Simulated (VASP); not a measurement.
# Zn5Cd2Te (P-3m1) in VASP: single point with PBE

Aim: the single point of Zn5Cd2Te with PBE.

Everything below comes from runs of VASP 6.6.1. Logs are shortened: lines on timing, memory, paths and dates and some standing lists are left out, and cuts for length are marked.

## 1. The cell of the first run

It takes space group P-3m1 (No. 164, trigonal). Conventional cell: a = 3.100 Å, b = 3.100 Å, c = 19.247 Å, α = 90.00°, β = 90.00°, γ = 120.00°. Within 3.5 Å of Zn (site symmetry 3m) lie 12 Zn at 2.62 to 3.10 Å. Zn (site symmetry -3m) has 12 Zn at 2.67 to 3.10 Å within 3.5 Å. Within 3.5 Å of Zn (site symmetry 3m) lie 9 Zn at 2.62 to 3.10 Å and 3 Cd at 3.00 Å. Cd (site symmetry 3m) has 3 Zn at 3.00 Å and 6 Cd at 3.10 Å and 3 Te at 3.77 Å within 3.9 Å. Within 4.1 Å of Te (site symmetry -3m) lie 6 Te at 3.10 Å and 6 Cd at 3.77 Å.

## 2. Single point, PBE

INCAR reads:

```
  PREC = Accurate
  ENCUT = 520
  EDIFF = 1E-7
  ISMEAR = 0
  SIGMA = 0.2
  LREAL = F
  LASPH = T
  NELM = 100
  ALGO = Fast
  ISIF = 2
  LWAVE = F
  LCHARG = F
  GGA = PE
  NBANDS = 55
```

KPOINTS reads:

```
regular mesh
0
Gamma
  6 6 1
```

POSCAR reads:

```
Zn5Cd2Te
1.0
    3.0999960053      0.0000000000      0.0000000000
   -1.5499980026      2.6846752922      0.0000000000
    0.0000000000      0.0000000000     19.2469142797
Zn Cd Te
5 2 1
Direct
    0.6666666667      0.3333333333      0.6032172062
    0.0000000000      0.0000000000      0.5000000000
    0.3333333333      0.6666666667      0.3967827938
    0.0000000000      0.0000000000      0.2975049714
    0.0000000000      0.0000000000      0.7024950286
    0.6666666667      0.3333333333      0.8274256152
    0.3333333333      0.6666666667      0.1725743848
    0.0000000000      0.0000000000      0.0000000000
```

Potentials or basis: VASP PAW PBE potentials, release 64 (Zn, Cd, Te).

Started as:

```bash
> cat potpaw_PBE.64/Zn/POTCAR potpaw_PBE.64/Cd/POTCAR potpaw_PBE.64/Te/POTCAR > POTCAR
> mpirun -np 1 vasp_std > vasp.out
```

OUTCAR:

```text
PREC = Accurate
   ENCUT = 520
   EDIFF = 1E-7
   ISMEAR = 0
   LREAL = F
   LASPH = T
   NELM = 100
   ISIF = 2
   GGA = PE

 ion  position               nearest neighbor table
   1  0.667  0.333  0.603-   5 2.62   5 2.62   5 2.62   2 2.67   2 2.67   2 2.67
   2  0.000  0.000  0.500-   1 2.67   3 2.67   3 2.67   1 2.67   1 2.67   3 2.67
   3  0.333  0.667  0.397-   4 2.62   4 2.62   4 2.62   2 2.67   2 2.67   2 2.67
   4  0.000  0.000  0.298-   3 2.62   3 2.62   3 2.62   7 3.00   7 3.00   7 3.00
   5  0.000  0.000  0.702-   1 2.62   1 2.62   1 2.62   6 3.00   6 3.00   6 3.00
   6  0.667  0.333  0.827-   5 3.00   5 3.00   5 3.00
   7  0.333  0.667  0.173-   4 3.00   4 3.00   4 3.00
   8  0.000  0.000  0.000-

  LATTYP: Found a hexagonal cell.
 ALAT       =     3.0999960053
 C/A-ratio  =     6.2086900263

  Lattice vectors:

 A1 = (   3.0999960053,   0.0000000000,   0.0000000000)
 A2 = (  -1.5499980026,   2.6846752922,   0.0000000000)
 A3 = (   0.0000000000,   0.0000000000,  19.2469142797)

Analysis of symmetry for initial positions (statically):
=====================================================================
 Subroutine PRICEL returns:
 Original cell was already a primitive cell.

 Routine SETGRP: Setting up the symmetry group for a
 hexagonal supercell.

 Subroutine GETGRP returns: Found 12 space group operations
 (whereof 12 operations were pure point group operations)
 out of a pool of 24 trial point group operations.

The static configuration has the point symmetry D_3d.

Analysis of symmetry for dynamics (positions and initial velocities):
=====================================================================
 Subroutine PRICEL returns:
 Original cell was already a primitive cell.

 Routine SETGRP: Setting up the symmetry group for a
 hexagonal supercell.

 Subroutine GETGRP returns: Found 12 space group operations
 (whereof 12 operations were pure point group operations)
 out of a pool of 24 trial point group operations.

The dynamic configuration has the point symmetry D_3d.

 Subroutine INISYM returns: Found 12 space group operations
 (whereof 12 operations are pure point group operations),
 and found     1 'primitive' translations

----------------------------------------------------------------------------------------

                                     Primitive cell

  volume of cell :     160.1821

  direct lattice vectors                    reciprocal lattice vectors
     3.099996005  0.000000000  0.000000000     0.322581061  0.186242262  0.000000000
    -1.549998003  2.684675292  0.000000000     0.000000000  0.372484525  0.000000000
     0.000000000  0.000000000 19.246914280     0.000000000  0.000000000  0.051956380

  length of vectors
     3.099996005  3.099996005 19.246914280     0.372484525  0.372484525  0.051956380

  position of ions in fractional coordinates (direct lattice)
     0.666666667  0.333333333  0.603217206
     0.000000000  0.000000000  0.500000000
     0.333333333  0.666666667  0.396782794
     0.000000000  0.000000000  0.297504971
     0.000000000  0.000000000  0.702495029
     0.666666667  0.333333333  0.827425615
     0.333333333  0.666666667  0.172574385
     0.000000000  0.000000000  0.000000000

  ion indices of the primitive-cell ions
   primitive index   ion index
                 1           1
                 2           2
                 3           3
                 4           4
                 5           5
                 6           6
                 7           7
                 8           8

----------------------------------------------------------------------------------------

 KPOINTS: regular mesh

Automatic generation of k-mesh.
 Grid dimensions read from file:
 generate k-points for:    6    6    1

 Generating k-lattice:

  Cartesian coordinates                     Fractional coordinates (reciprocal lattice)
     0.053763510  0.031040377  0.000000000     0.166666667  0.000000000  0.000000000
     0.000000000  0.062080754  0.000000000     0.000000000  0.166666667  0.000000000
     0.000000000  0.000000000  0.051956380     0.000000000  0.000000000  1.000000000

  Length of vectors
     0.062080754  0.062080754  0.051956380

  Shift w.r.t. Gamma in fractional coordinates (k-lattice)
     0.000000000  0.000000000  0.000000000

 Subroutine IBZKPT returns following result:
 ===========================================

 Found      7 irreducible k-points:

 Following reciprocal coordinates:
            Coordinates               Weight
  0.000000  0.000000  0.000000      1.000000
  0.166667  0.000000  0.000000      6.000000
  0.333333  0.000000  0.000000      6.000000
  0.500000  0.000000  0.000000      3.000000
  0.166667  0.166667  0.000000      6.000000
  0.333333  0.166667  0.000000     12.000000
  0.333333  0.333333  0.000000      2.000000
   k-points           NKPTS =      7   k-points in BZ     NKDIM =      7   number of bands    NBANDS=     55
   number of dos      NEDOS =    301   number of ions     NIONS =      8
   total plane-waves  NPLWV =  82944
   dimension x,y,z NGX =    24 NGY =   24 NGZ =  144
   dimension x,y,z NGXF=    48 NGYF=   48 NGZF=  288
   ions per type =               5   2   1
   NGX,Y,Z   is equivalent  to a cutoff of  12.87, 12.87, 12.44 a.u.
   NGXF,Y,Z  is equivalent  to a cutoff of  25.74, 25.74, 24.88 a.u.
 SYSTEM =  unknown system
   PREC   = accura    normal or accurate (medium, high low for compatibility)
   ISTART =      0    job   : 0-new  1-cont  2-samecut
   ICHARG =      2    charge: 1-file 2-atom 10-const
   ISPIN  =      1    spin polarized calculation?
   LNONCOLLINEAR =      F non collinear calculations
   LSORBIT =      F    spin-orbit coupling
   LASPH  =      T    aspherical Exc in radial PAW
   ENCUT  =  520.0 eV  38.22 Ry    6.18 a.u.   5.76  5.76 35.79*2*pi/ulx,y,z
   NELM   =    100;   NELMIN=  2; NELMDL= -5     # of ELM steps
   EDIFF  = 0.1E-06   stopping-criterion for ELM
   LREAL  =      F    real-space projection
   EDIFFG = 0.1E-05   stopping-criterion for IOM
   NSW    =      0    number of steps for IOM
   IBRION =     -1    ionic relax: 0-MD 1-quasi-New 2-CG
   NFREE  =      0    steps in history (QN), initial steepest desc. (CG)
   ISIF   =      2    stress and relaxation
   ISYM   =      2    0-nonsym 1-usesym 2-fastsym
   POTIM  = 0.5000    time-step for ionic-motion
   TEBEG  =    0.0;   TEEND  =   0.0 temperature during run
   PSTRESS=    0.0 pullay stress
   NELECT =      90.0000    total number of electrons
   NUPDOWN=      -1.0000    fix difference up-down
   EMIN   =  10.00;   EMAX   =-10.00  energy-range for DOS
   EFERMI =   0.00;   METHOD = LEGACY
   ISMEAR =     0;   SIGMA  =   0.20  broadening in eV -4-tet -1-fermi 0-gaus
   EFERMI_NEDOS =   21; number of points for ismear=-14 and -15
   IALGO  =     68    algorithm
   IMIX   =      4    mixing-type and parameters
     AMIX     =   0.40;   BMIX     =  1.00
     AMIX_MAG =   1.60;   BMIX_MAG =  1.00
  volume/ion in A,a.u.               =      20.02       135.12
  Fermi-wavevector in a.u.,A,eV,Ry     =   1.350883  2.552798 24.829058  1.824884
  Thomas-Fermi vector in A             =   2.478351
   LORBIT       =      0    0 simple, 1 ext, 2 COOP (PROOUT), +10 PAW based schemes
   GGA     = PE    functional components
   LHFCALC =     F    Hartree Fock is set to
   AEXX    =    0.0000 exact exchange contribution
   IVDW    =     0    specifies the selected vdW correction
   LEPSILON=     F    determine dielectric tensor
   LRPA    =     F    only Hartree local field effects (RPA)
 non-spin polarized calculation
 RMM-DIIS sequential band-by-band and
 Gauss-broadening in eV      SIGMA  =   0.20
  energy-cutoff  :      520.00
  volume of cell :      160.18
 maximum number of plane-waves:      4328
 NGX is ok and might be reduce to    24
   NGX = 11   NGY = 11   NGZ = 71

 number of electron      90.0000017 magnetization

 Free energy of the ion-electron system (eV)
  ---------------------------------------------------
  ext. energy  EPLUGINS =         0.00000000
  ---------------------------------------------------
  free energy    TOTEN  =        -9.35232647 eV

  energy without entropy =       -9.32426043  energy(sigma->0) =       -9.33829345

 E-fermi :   3.3459     XC(G=0): -10.6666

 val. band max:        3.1022713648   @ k =   0.3333   0.3333   0.0000
 cond. band min:       3.4395580028   @ k =   0.1667   0.1667   0.0000
 fundamental gap:      0.3372866381
 Fermi energy:         3.3458622945

 k-point     1 :       0.0000    0.0000    0.0000
  band No.  band energies     occupation
      1     -10.8019      2.00000
      2      -6.1222      2.00000
      3      -6.0740      2.00000
      4      -6.0558      2.00000
      5      -5.6986      2.00000
      6      -5.6986      2.00000
[... 47 lines left out ...]
     54      14.1531      0.00000
     55      14.2797      0.00000

 k-point     2 :       0.1667    0.0000    0.0000
  band No.  band energies     occupation
      1     -10.2406      2.00000
      2      -5.9465      2.00000
      3      -5.9452      2.00000
      4      -5.7420      2.00000
      5      -5.7325      2.00000
      6      -5.5889      2.00000
[... 47 lines left out ...]
     54      11.5333      0.00000
     55      11.6215      0.00000

 k-point     3 :       0.3333    0.0000    0.0000
  band No.  band energies     occupation
      1      -8.6345      2.00000
      2      -6.1104      2.00000
      3      -6.1103      2.00000
      4      -5.7713      2.00000
      5      -5.7554      2.00000
      6      -5.4701      2.00000
[... 47 lines left out ...]
     54       8.9049      0.00000
     55       9.6381      0.00000

 k-point     4 :       0.5000    0.0000    0.0000
  band No.  band energies     occupation
      1      -7.0549      2.00000
      2      -6.2243      2.00000
      3      -6.2235      2.00000
      4      -5.9069      2.00000
      5      -5.8647      2.00000
      6      -5.3594      2.00000
[... 47 lines left out ...]
     54       7.8841      0.00000
     55       8.9155      0.00000

 k-point     5 :       0.1667    0.1667    0.0000
  band No.  band energies     occupation
      1      -9.1491      2.00000
      2      -5.8534      2.00000
      3      -5.8532      2.00000
      4      -5.7246      2.00000
      5      -5.7206      2.00000
      6      -5.6669      2.00000
[... 47 lines left out ...]
     54       9.1080      0.00000
     55       9.5999      0.00000

 k-point     6 :       0.3333    0.1667    0.0000
  band No.  band energies     occupation
      1      -7.2894      2.00000
      2      -5.9787      2.00000
      3      -5.9786      2.00000
      4      -5.8206      2.00000
      5      -5.7918      2.00000
      6      -5.4583      2.00000
[... 47 lines left out ...]
     54       6.8431      0.00000
     55       7.5879      0.00000

 k-point     7 :       0.3333    0.3333    0.0000
  band No.  band energies     occupation
      1      -6.3340      2.00000
      2      -5.7171      2.00000
      3      -5.6872      2.00000
      4      -5.6774      2.00000
      5      -5.6774      2.00000
      6      -5.5314      2.00000
[... 47 lines left out ...]
     54       5.5741      0.00000
     55       6.8206      0.00000

------------------------ aborting loop because EDIFF is reached ----------------------------------------

  FORCE on cell =-STRESS in cart. coord.  units (eV):
  Direction    XX          YY          ZZ          XY          YZ          ZX
  --------------------------------------------------------------------------------------
  -------------------------------------------------------------------------------------
  Total        0.1720528      0.1720528      0.4039617      0.0000000      0.0000000      0.0000000
  in kB        1.7209110      1.7209110      4.0405153      0.0000000      0.0000000      0.0000000
  external PRESSURE =       2.4941125 kB  Pullay stress =       0.0000000 kB

 VOLUME and BASIS-vectors are now :
 -----------------------------------------------------------------------------
  energy-cutoff  :      520.00
  volume of cell :      160.18
      direct lattice vectors                 reciprocal lattice vectors
     3.099996005  0.000000000  0.000000000     0.322581061  0.186242262  0.000000000
    -1.549998003  2.684675292  0.000000000     0.000000000  0.372484525  0.000000000
     0.000000000  0.000000000 19.246914280     0.000000000  0.000000000  0.051956380

 POSITION                                       TOTAL-FORCE (eV/Angst)
 -----------------------------------------------------------------------------------
      1.55000      0.89489     11.61007        -0.000000     -0.000000     -0.002081
      0.00000      0.00000      9.62346         0.000000     -0.000000      0.000000
     -0.00000      1.78978      7.63684         0.000000     -0.000000      0.002081
      0.00000      0.00000      5.72605        -0.000000      0.000000     -0.037022
      0.00000      0.00000     13.52086         0.000000      0.000000      0.037022
      1.55000      0.89489     15.92539        -0.000000     -0.000000     -0.014014
     -0.00000      1.78978      3.32152         0.000000      0.000000      0.014014
      0.00000      0.00000      0.00000         0.000000     -0.000000      0.000000
 -----------------------------------------------------------------------------------
    total drift:                                0.000000      0.000000      0.000000

  FREE ENERGIE OF THE ION-ELECTRON SYSTEM (eV)
  ---------------------------------------------------
  free  energy   TOTEN  =        -9.3523264730 eV

  energy  without entropy=       -9.3242604301  energy(sigma->0) =       -9.33829345
```

It took 68 s on 1 thread of AMD EPYC 7R43 (Zen 3), shared host; peak memory 0.26 GiB.

What came out:

```yaml
Free_energy: -9.3523 eV
Pressure: 0.2 GPa
Largest_force: 0.037 eV/Å
Band_gap_on_the_k_mesh: zero (band 45 reaches 4.34 eV, above the bottom of band 46 at 2.90 eV)
```

Forces on the atoms (eV/Å):
```
Zn   0.000  0.000 -0.002
Zn   0.000  0.000  0.000
Zn   0.000  0.000  0.002
Zn   0.000  0.000 -0.037
Zn   0.000  0.000  0.037
Cd   0.000  0.000 -0.014
Cd   0.000  0.000  0.014
Te   0.000  0.000  0.000
```

Levels at points of the mesh, in eV from the Fermi level:
| k point | band 42 | band 43 | band 44 | band 45 | band 46 | band 47 |
| --- | --- | --- | --- | --- | --- | --- |
| (0.00, 0.00, 0.00) | -5.08 | -2.78 | -1.89 | 0.42 | 2.90 | 4.51 |
| (0.50, 0.00, 0.00) | -2.12 | -1.95 | -1.89 | -0.69 | -0.45 | 0.16 |

Caveat: the k points lie up to 0.39 Å⁻¹ apart; spin-orbit coupling is left out, which moves the levels of the heavy elements.
